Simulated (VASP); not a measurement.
# Pt (I4/mmm) in VASP: notebook, part 2 of 2

VASP 6.6.1. Earlier steps stand in the parts before.

### Step 3. Single point, PBE (strain -0.080 along x and y, +0.000 along z)

Input file INCAR:

```
SYSTEM = Pt
PREC = Accurate
ENCUT = 520
EDIFF = 1E-7
ISMEAR = 0
SIGMA = 0.15
LREAL = .FALSE.
LASPH = .TRUE.
NELM = 80
ALGO = Fast
ISIF = 2
LWAVE = .FALSE.
LCHARG = .FALSE.
GGA = PE
NBANDS = 11
```

Input file KPOINTS:

```
regular mesh
0
G
  22 22 22
  0 0 0
```

Input file POSCAR:

```
Pt
1.0
   -1.4574824000      1.4574824000      1.5842200000
    1.4574824000     -1.4574824000      1.5842200000
    1.4574824000      1.4574824000     -1.5842200000
Pt
1
Direct
    0.0000000000      0.0000000000      0.0000000000
```

Potentials or basis: VASP PAW PBE potentials, release 64 (Pt).

Launch:

```sh
> cat potpaw_PBE.64/Pt/POTCAR > POTCAR
> mpirun -np 1 vasp_std > vasp.out
```

OUTCAR:

```text
SYSTEM = Pt
   PREC = Accurate
   ENCUT = 520
   EDIFF = 1E-7
   ISMEAR = 0
   LREAL = .FALSE.
   LASPH = .TRUE.
   NELM = 80
   ISIF = 2
   GGA = PE

 ion  position               nearest neighbor table
   1  0.000  0.000  0.000-

  LATTYP: Found a body centered tetragonal cell.
 ALAT       =     2.9149648000
 C/A-ratio  =     1.0869565217

  Lattice vectors:

 A1 = (  -1.4574824000,   1.4574824000,   1.5842200000)
 A2 = (   1.4574824000,  -1.4574824000,   1.5842200000)
 A3 = (   1.4574824000,   1.4574824000,  -1.5842200000)
[... 516 lines left out ...]

 [... further k-points ...]

------------------------ aborting loop because EDIFF is reached ----------------------------------------

  FORCE on cell =-STRESS in cart. coord.  units (eV):
  Direction    XX          YY          ZZ          XY          YZ          ZX
  --------------------------------------------------------------------------------------
  -------------------------------------------------------------------------------------
  Total        4.6959450      4.6959450      5.4299157      0.0000000      0.0000000      0.0000000
  in kB      558.9223349    558.9223349    646.2812396      0.0000000      0.0000000      0.0000000
  external PRESSURE =     588.0419698 kB  Pullay stress =       0.0000000 kB

 VOLUME and BASIS-vectors are now :
 -----------------------------------------------------------------------------
  energy-cutoff  :      520.00
  volume of cell :       13.46
      direct lattice vectors                 reciprocal lattice vectors
    -1.457482400  1.457482400  1.584220000     0.000000000  0.343057316  0.315612731
     1.457482400 -1.457482400  1.584220000     0.343057316  0.000000000  0.315612731
     1.457482400  1.457482400 -1.584220000     0.343057316  0.343057316  0.000000000

 POSITION                                       TOTAL-FORCE (eV/Angst)
 -----------------------------------------------------------------------------------
      0.00000      0.00000      0.00000        -0.000000      0.000000     -0.000000
 -----------------------------------------------------------------------------------
    total drift:                                0.000000      0.000000      0.000000

  FREE ENERGIE OF THE ION-ELECTRON SYSTEM (eV)
  ---------------------------------------------------
  free  energy   TOTEN  =        -5.6634436322 eV

  energy  without entropy=       -5.6537955533  energy(sigma->0) =       -5.65861959
```

stdout:

```text
POSCAR found type information on POSCAR Pt
 POSCAR found :  1 types and       1 ions
 scaLAPACK will be used
 LDA part: xc-table for (Slater+PW92), standard interpolation
 POSCAR, INCAR and KPOINTS ok, starting setup
 FFT: planning ... GRIDC
 FFT: planning ... GRID_SOFT
 FFT: planning ... GRID
 WAVECAR not read
 entering main loop
```

Run time: 63 s. Hardware: 1 thread of Intel Xeon Platinum 8559C (Emerald Rapids), shared host; peak memory 0.23 GiB.

What came out:

| Item | Value |
| --- | --- |
| Free energy | -5.6634 eV |
| Pressure | 58.8 GPa |
| Band gap on the k mesh | zero (band 5 reaches 14.79 eV, above the bottom of band 6 at 11.99 eV) |

Caveat: the cell differs from its parent crystal (strain -0.080 along x and y, +0.000 along z); spin-orbit coupling is left out, which moves the levels of the heavy elements.

### Step 4. Single point, PBE (strain -0.080 along x and y, +0.040 along z)

Input file INCAR:

```
PREC = Accurate
ENCUT = 520
EDIFF = 1E-7
ISMEAR = 0
SIGMA = 0.15
LREAL = F
LASPH = T
NELM = 80
ALGO = Fast
ISIF = 2
LWAVE = F
LCHARG = T
GGA = PE
LELF = T
LVHAR = T
NBANDS = 11
```

Input file KPOINTS:

```
regular mesh
0
Gamma
  22 22 22
```

Input file POSCAR:

```
Pt
1.0
   -1.4574824000      1.4574824000      1.6475888000
    1.4574824000     -1.4574824000      1.6475888000
    1.4574824000      1.4574824000     -1.6475888000
Pt
1
Direct
    0.0000000000      0.0000000000      0.0000000000
```

Launch:

```sh
> cat potpaw_PBE.64/Pt/POTCAR > POTCAR
> mpirun -np 1 vasp_std > vasp.out
```

Run time: 71 s. Hardware: 1 thread of Intel Xeon Platinum 8559C (Emerald Rapids), shared host; peak memory 0.24 GiB.

It converged, with:

```yaml
Free_energy: -5.8476 eV
Pressure: 39.4 GPa
Band_gap_on_the_k_mesh: zero (band 5 reaches 13.90 eV, above the bottom of band 6 at 11.15 eV)
```

Stress tensor (GPa, compression positive):
```
36.40  0.00  0.00
 0.00 36.40  0.00
 0.00  0.00 45.39
```

Levels at points of the mesh, in eV from the Fermi level:
```csv
k point,band 2,band 3,band 4,band 5,band 6,band 7,band 8,band 9
"(0.00, 0.00, 0.00)",-4.49,-4.49,-3.36,-2.17,-0.79,15.56,17.89,17.89
"(0.50, 0.00, 0.00)",-5.44,-2.43,-0.58,-0.40,1.05,7.01,13.61,17.86
"(0.50, 0.50, 0.00)",-6.70,-0.50,-0.34,0.48,1.39,8.20,12.51,14.86
"(0.50, 0.50, 0.50)",-7.35,0.38,0.76,0.76,5.47,9.23,9.23,13.84
```

Caveat: the cell differs from its parent crystal (strain -0.080 along x and y, +0.040 along z); spin-orbit coupling is left out, which moves the levels of the heavy elements.

### Step 5. Single point, PBE (strain -0.080 along x and y, +0.080 along z)

Input file INCAR:

```
  PREC = Accurate
  ENCUT = 520
  EDIFF = 1E-6
  ISMEAR = 0
  SIGMA = 0.15
  LREAL = F
  LASPH = T
  NELM = 80
  ALGO = Fast
  ISIF = 2
  LWAVE = F
  LCHARG = F
  GGA = PE
  NBANDS = 11
```

Input file KPOINTS:

```
Automatic mesh
0
Gamma
  22 22 22
```

Input file POSCAR:

```
Pt
1.0
   -1.4574824000      1.4574824000      1.7109576000
    1.4574824000     -1.4574824000      1.7109576000
    1.4574824000      1.4574824000     -1.7109576000
Pt
1
Direct
    0.0000000000      0.0000000000      0.0000000000
```

Launch:

```sh
> cat potpaw_PBE.64/Pt/POTCAR > POTCAR
> mpirun -np 1 vasp_std > vasp.out
```

Wall time 54 s (1 thread of Intel Xeon Platinum 8559C (Emerald Rapids), shared host); peak memory 0.24 GiB.

The run converged. Its results:

* Free energy: -5.9730 eV
* Pressure: 23.7 GPa
* Band gap on the k mesh: zero (band 5 reaches 13.04 eV, above the bottom of band 6 at 10.16 eV)

Stress tensor (GPa, compression positive):
```
20.91  0.00  0.00
 0.00 20.91  0.00
 0.00  0.00 29.36
```

Levels at points of the mesh, in eV from the Fermi level:
```tsv
k point	band 2	band 3	band 4	band 5	band 6	band 7	band 8	band 9
(0.00, 0.00, 0.00)	-4.28	-4.28	-2.93	-2.36	-0.78	15.32	18.18	18.18
(0.50, 0.00, 0.00)	-4.99	-2.63	-0.46	-0.36	0.83	6.53	13.78	17.80
(0.50, 0.50, 0.00)	-6.52	-0.30	-0.21	0.74	1.23	8.02	12.28	13.98
(0.50, 0.50, 0.50)	-6.93	0.25	0.69	0.69	4.72	9.51	9.51	12.70
```

Caveat: the cell differs from its parent crystal (strain -0.080 along x and y, +0.080 along z); spin-orbit coupling is left out, which moves the levels of the heavy elements.

### Step 6. The runs side by side

```tsv
cell	further INCAR settings	gap on the mesh (eV)	pressure (GPa)
a = 2.892 Å, angles 107.5, 107.5, 113.6°, 1 atom	ALGO = Fast; EDIFF = 1e-07; NBANDS = 11	none	-24.8
a = 2.600 Å, angles 111.8, 111.8, 104.9°, 1 atom	ALGO = Fast; EDIFF = 1e-07; NBANDS = 11	none	58.8
a = 2.639 Å, angles 112.9, 112.9, 102.7°, 1 atom	ALGO = Fast; EDIFF = 1e-07; NBANDS = 11	none	39.4
a = 2.679 Å, angles 114.1, 114.1, 100.6°, 1 atom	ALGO = Fast; EDIFF = 1e-06; NBANDS = 11	none	23.7
```

Alike in all rows: task single point; level PBE; potentials or basis VASP PAW PBE potentials, release 64 (Pt); no spin polarisation; k mesh 22 × 22 × 22; cutoff (eV) 520; smearing gaussian 0.15 eV.

Caveats: spin-orbit coupling is left out, which moves the levels of the heavy elements.

Total energies depend on the potentials used, so only differences within one code and one set of settings carry meaning.
